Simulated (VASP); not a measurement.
# MnPt2 (P-3m1) in VASP: single point with PBEsol

Aim: the single point of MnPt2 with PBEsol.

All numbers are computed with VASP 6.6.1; they aren't measurements. Logs are shortened: lines on timing, memory, paths and dates and some standing lists are left out, and cuts for length are marked.

### Step 1. The cell of the first run

The structure is trigonal, space group P-3m1 (No. 164). The conventional cell has a = 2.858 Å, b = 2.858 Å, c = 6.533 Å, α = 90.00°, β = 90.00°, γ = 120.00°. Mn (site symmetry -3m) has 6 Pt at 2.64 Å and 6 Mn at 2.86 Å within 3.5 Å. Pt (site symmetry 3m) has 3 Mn at 2.64 Å and 9 Pt at 2.86 to 2.91 Å within 3.5 Å.

### Step 2. Single point, PBEsol, collinear spin, ferrimagnetic start

Input file INCAR:

```
PREC = Accurate ; ENCUT = 520
EDIFF = 1E-6 ; ISMEAR = 0
SIGMA = 0.1 ; LREAL = F
LASPH = T ; NELM = 150
ALGO = Normal ; ISIF = 2
LWAVE = F ; LCHARG = F
ISPIN = 2 ; MAGMOM = 4 1 -1
LORBIT = 11 ; LMAXMIX = 4
GGA = PS ; NBANDS = 28
```

Input file KPOINTS:

```
regular mesh
0
Gamma
  18 18 8
```

Input file POSCAR:

```
MnPt2
1.0
    2.8584044518      0.0000000000      0.0000000000
   -1.4292022259      2.4754508696      0.0000000000
    0.0000000000      0.0000000000      6.5325040000
Mn Pt
1 2
Direct
    0.0000000000      0.0000000000      0.0000000000
    0.3333333333      0.6666666667      0.6837940000
    0.6666666667      0.3333333333      0.3162060000
```

Potentials or basis: VASP PAW PBE potentials, release 64 (Mn_pv, Pt).

The run is started by

```console
> cat potpaw_PBE.64/Mn_pv/POTCAR potpaw_PBE.64/Pt/POTCAR > POTCAR
> mpirun -np 1 vasp_std > vasp.out
```

OUTCAR:

```text
PREC = Accurate
   ENCUT = 520
   EDIFF = 1E-6
   ISMEAR = 0
   LREAL = F
   LASPH = T
   NELM = 150
   ISIF = 2
   ISPIN = 2
   LORBIT = 11
   GGA = PS

 ion  position               nearest neighbor table
   1  0.000  0.000  0.000-   2 2.64   3 2.64   3 2.64   2 2.64   3 2.64   2 2.64
   2  0.333  0.667  0.684-   1 2.64   1 2.64   1 2.64   3 2.91   3 2.91   3 2.91
   3  0.667  0.333  0.316-   1 2.64   1 2.64   1 2.64   2 2.91   2 2.91   2 2.91

  LATTYP: Found a hexagonal cell.
 ALAT       =     2.8584044518
 C/A-ratio  =     2.2853672775

  Lattice vectors:

 A1 = (   2.8584044518,   0.0000000000,   0.0000000000)
 A2 = (  -1.4292022259,   2.4754508696,   0.0000000000)
 A3 = (   0.0000000000,   0.0000000000,   6.5325040000)

Analysis of symmetry for initial positions (statically):
=====================================================================
 Subroutine PRICEL returns:
 Original cell was already a primitive cell.

 Routine SETGRP: Setting up the symmetry group for a
 hexagonal supercell.

 Subroutine GETGRP returns: Found 12 space group operations
 (whereof 12 operations were pure point group operations)
 out of a pool of 24 trial point group operations.

The static configuration has the point symmetry D_3d.

Analysis of symmetry for dynamics (positions and initial velocities):
=====================================================================
 Subroutine PRICEL returns:
 Original cell was already a primitive cell.

 Routine SETGRP: Setting up the symmetry group for a
 hexagonal supercell.

 Subroutine GETGRP returns: Found 12 space group operations
 (whereof 12 operations were pure point group operations)
 out of a pool of 24 trial point group operations.

The dynamic configuration has the point symmetry D_3d.

Analysis of structural, dynamic, and magnetic symmetry:
=====================================================================
 Subroutine PRICEL returns:
 Original cell was already a primitive cell.

 Routine SETGRP: Setting up the symmetry group for a
 hexagonal supercell.

 Subroutine GETGRP returns: Found  6 space group operations
 (whereof  6 operations were pure point group operations)
 out of a pool of 24 trial point group operations.

The overall configuration has the point symmetry C_3v.

 Subroutine INISYM returns: Found  6 space group operations
 (whereof  6 operations are pure point group operations),
 and found     1 'primitive' translations

----------------------------------------------------------------------------------------

                                     Primitive cell

  volume of cell :      46.2230

  direct lattice vectors                    reciprocal lattice vectors
     2.858404452  0.000000000  0.000000000     0.349845523  0.201983407  0.000000000
    -1.429202226  2.475450870  0.000000000     0.000000000  0.403966814  0.000000000
     0.000000000  0.000000000  6.532504000     0.000000000  0.000000000  0.153080656

  length of vectors
     2.858404452  2.858404452  6.532504000     0.403966814  0.403966814  0.153080656

  position of ions in fractional coordinates (direct lattice)
     0.000000000  0.000000000  0.000000000
     0.333333333  0.666666667  0.683794000
     0.666666667  0.333333333  0.316206000

  ion indices of the primitive-cell ions
   primitive index   ion index
                 1           1
                 2           2
                 3           3

----------------------------------------------------------------------------------------

 KPOINTS: regular mesh

Automatic generation of k-mesh.
 Grid dimensions read from file:
 generate k-points for:   18   18    8

 Generating k-lattice:

  Cartesian coordinates                     Fractional coordinates (reciprocal lattice)
     0.019435862  0.011221300  0.000000000     0.055555556 -0.000000000  0.000000000
     0.000000000  0.022442601  0.000000000     0.000000000  0.055555556  0.000000000
     0.000000000  0.000000000  0.019135082     0.000000000  0.000000000  0.125000000

  Length of vectors
     0.022442601  0.022442601  0.019135082

  Shift w.r.t. Gamma in fractional coordinates (k-lattice)
     0.000000000  0.000000000  0.000000000

 Subroutine IBZKPT returns following result:
 ===========================================

 Found    266 irreducible k-points:

 Following reciprocal coordinates:
            Coordinates               Weight
  0.000000  0.000000  0.000000      1.000000
  0.055556  0.000000  0.000000      6.000000
  0.111111  0.000000  0.000000      6.000000
  0.166667 -0.000000  0.000000      6.000000
  0.222222  0.000000  0.000000      6.000000
  0.277778  0.000000  0.000000      6.000000
[... 16 lines left out ...]
  0.333333  0.111111  0.000000     12.000000
  0.388889  0.111111  0.000000     12.000000
 [... further k-points ...]
   k-points           NKPTS =    266   k-points in BZ     NKDIM =    266   number of bands    NBANDS=     28
   number of dos      NEDOS =    301   number of ions     NIONS =      3
   total plane-waves  NPLWV =  28800
   dimension x,y,z NGX =    24 NGY =   24 NGZ =   50
   dimension x,y,z NGXF=    48 NGYF=   48 NGZF=  100
   ions per type =               1   2
   NGX,Y,Z   is equivalent  to a cutoff of  13.96, 13.96, 12.72 a.u.
   NGXF,Y,Z  is equivalent  to a cutoff of  27.92, 27.92, 25.45 a.u.
 SYSTEM =  unknown system
   PREC   = accura    normal or accurate (medium, high low for compatibility)
   ISTART =      0    job   : 0-new  1-cont  2-samecut
   ICHARG =      2    charge: 1-file 2-atom 10-const
   ISPIN  =      2    spin polarized calculation?
   LNONCOLLINEAR =      F non collinear calculations
   LSORBIT =      F    spin-orbit coupling
   LASPH  =      T    aspherical Exc in radial PAW
   ENCUT  =  520.0 eV  38.22 Ry    6.18 a.u.   5.31  5.31 12.15*2*pi/ulx,y,z
   NELM   =    150;   NELMIN=  2; NELMDL= -5     # of ELM steps
   EDIFF  = 0.1E-05   stopping-criterion for ELM
   LREAL  =      F    real-space projection
   EDIFFG = 0.1E-04   stopping-criterion for IOM
   NSW    =      0    number of steps for IOM
   IBRION =     -1    ionic relax: 0-MD 1-quasi-New 2-CG
   NFREE  =      0    steps in history (QN), initial steepest desc. (CG)
   ISIF   =      2    stress and relaxation
   ISYM   =      2    0-nonsym 1-usesym 2-fastsym
   POTIM  = 0.5000    time-step for ionic-motion
   TEBEG  =    0.0;   TEEND  =   0.0 temperature during run
   PSTRESS=    0.0 pullay stress
   NELECT =      33.0000    total number of electrons
   NUPDOWN=      -1.0000    fix difference up-down
   EMIN   =  10.00;   EMAX   =-10.00  energy-range for DOS
   EFERMI =   0.00;   METHOD = LEGACY
   ISMEAR =     0;   SIGMA  =   0.10  broadening in eV -4-tet -1-fermi 0-gaus
   EFERMI_NEDOS =   21; number of points for ismear=-14 and -15
   IALGO  =     38    algorithm
   IMIX   =      4    mixing-type and parameters
     AMIX     =   0.40;   BMIX     =  1.00
     AMIX_MAG =   1.60;   BMIX_MAG =  1.00
  volume/ion in A,a.u.               =      15.41       103.98
  Fermi-wavevector in a.u.,A,eV,Ry     =   1.463166  2.764983 29.128095  2.140855
  Thomas-Fermi vector in A             =   2.579293
   LORBIT       =     11    0 simple, 1 ext, 2 COOP (PROOUT), +10 PAW based schemes
   GGA     = PS    functional components
   LHFCALC =     F    Hartree Fock is set to
   AEXX    =    0.0000 exact exchange contribution
   IVDW    =     0    specifies the selected vdW correction
   LEPSILON=     F    determine dielectric tensor
   LRPA    =     F    only Hartree local field effects (RPA)
 spin polarized calculation
 Gauss-broadening in eV      SIGMA  =   0.10
  energy-cutoff  :      520.00
  volume of cell :       46.22
 maximum number of plane-waves:      1267
 NGX is ok and might be reduce to    24
   NGX = 11   NGY = 11   NGZ = 25

 number of electron      32.9999989 magnetization       4.5263493

 Free energy of the ion-electron system (eV)
  ---------------------------------------------------
  ext. energy  EPLUGINS =         0.00000000
  ---------------------------------------------------
  free energy    TOTEN  =       -23.93294153 eV

  energy without entropy =      -23.92013119  energy(sigma->0) =      -23.92653636

 E-fermi :   9.3489     XC(G=0): -12.9921

 val. band max:        9.3488451232   @ k =  -0.0556   0.3889   0.1250
 cond. band min:       9.3502427064   @ k =  -0.0556   0.4444   0.1250
 fundamental gap:      0.0013975832
 Fermi energy:         9.3489402929

 spin component 1

 k-point     1 :       0.0000    0.0000    0.0000
  band No.  band energies     occupation
      1     -40.2580      1.00000
      2     -40.2481      1.00000
      3     -40.2481      1.00000
      4       0.0026      1.00000
      5       2.3451      1.00000
      6       3.4971      1.00000
[... 20 lines left out ...]
     27      28.2497      0.00000
     28      28.2498      0.00000
[... 683 lines left out ...]
 k-point    24 :       0.3889    0.1111    0.0000
  band No.  band energies     occupation
      1     -40.3713      1.00000
      2     -40.2892      1.00000
      3     -40.2415      1.00000
      4       3.4434      1.00000
      5       3.5574      1.00000
      6       3.6997      1.00000
[... 20 lines left out ...]
     27      23.0338      0.00000
     28      23.5086      0.00000

 [... further k-points ...]

 spin component 2

 k-point     1 :       0.0000    0.0000    0.0000
  band No.  band energies     occupation
      1     -36.3524      1.00000
      2     -36.2510      1.00000
      3     -36.2510      1.00000
      4       0.2739      1.00000
      5       2.4992      1.00000
      6       4.2982      1.00000
[... 20 lines left out ...]
     27      28.9885      0.00000
     28      28.9967      0.00000
[... 683 lines left out ...]
 k-point    24 :       0.3889    0.1111    0.0000
  band No.  band energies     occupation
      1     -36.3942      1.00000
      2     -36.3320      1.00000
      3     -36.2982      1.00000
      4       3.7237      1.00000
      5       3.8587      1.00000
      6       4.0868      1.00000
[... 20 lines left out ...]
     27      23.6472      0.00000
     28      23.9076      0.00000

 [... further k-points ...]
[... 5 lines left out ...]
  --------------------------------------------------------------------------------------
  -------------------------------------------------------------------------------------
  Total       -2.8149719     -2.8149719     -2.3029398      0.0000000     -0.0000000      0.0000000
  in kB      -97.5723970    -97.5723970    -79.8243681      0.0000000     -0.0000000      0.0000000
  external PRESSURE =     -91.6563874 kB  Pullay stress =       0.0000000 kB

 VOLUME and BASIS-vectors are now :
 -----------------------------------------------------------------------------
  energy-cutoff  :      520.00
  volume of cell :       46.22
      direct lattice vectors                 reciprocal lattice vectors
     2.858404452  0.000000000  0.000000000     0.349845523  0.201983407  0.000000000
    -1.429202226  2.475450870  0.000000000     0.000000000  0.403966814  0.000000000
     0.000000000  0.000000000  6.532504000     0.000000000  0.000000000  0.153080656

 POSITION                                       TOTAL-FORCE (eV/Angst)
 -----------------------------------------------------------------------------------
      0.00000      0.00000      0.00000        -0.000000      0.000000     -0.000013
     -0.00000      1.65030      4.46689        -0.000000      0.000000     -0.031889
      1.42920      0.82515      2.06562         0.000000     -0.000000      0.031902
 -----------------------------------------------------------------------------------
    total drift:                               -0.000000      0.000000     -0.000112

  FREE ENERGIE OF THE ION-ELECTRON SYSTEM (eV)
  ---------------------------------------------------
  free  energy   TOTEN  =       -23.9329415302 eV

  energy  without entropy=      -23.9201311868  energy(sigma->0) =      -23.92653636

 total charge

# of ion       s       p       d       tot
------------------------------------------
    1        0.322   6.270   4.958  11.550
    2        0.643   0.533   8.035   9.211
    3        0.643   0.533   8.035   9.211
--------------------------------------------------
tot          1.609   7.335  21.029  29.973

 magnetization (x)

# of ion       s       p       d       tot
------------------------------------------
    1        0.016   0.025   3.701   3.742
    2       -0.016  -0.000   0.314   0.297
    3       -0.016  -0.000   0.314   0.297
--------------------------------------------------
tot         -0.017   0.025   4.330   4.337
```

Run time: 21 min. Hardware: 1 thread of Oxide Virtual Turin-like, shared host; peak memory 0.55 GiB.

What came out:

```yaml
Free_energy: -23.9329 eV
Pressure: -9.2 GPa
Largest_force: 0.032 eV/Å
Net_moment: 4.53 μB per cell
Site_moments: Mn +3.74; Pt +0.30 μB
Valence_electrons_inside_the_program's_atomic_spheres: Mn 11.55; Pt 9.21
```

Forces in eV/Å, atoms in the order of the input:
```
Mn   0.000  0.000  0.000
Pt   0.000  0.000 -0.032
Pt   0.000  0.000  0.032
```

Caveat: the cell stands under tension; the PAW data sets were made with another functional, which shifts forces and pressure a little; spin-orbit coupling is left out, which moves the levels of the heavy elements.
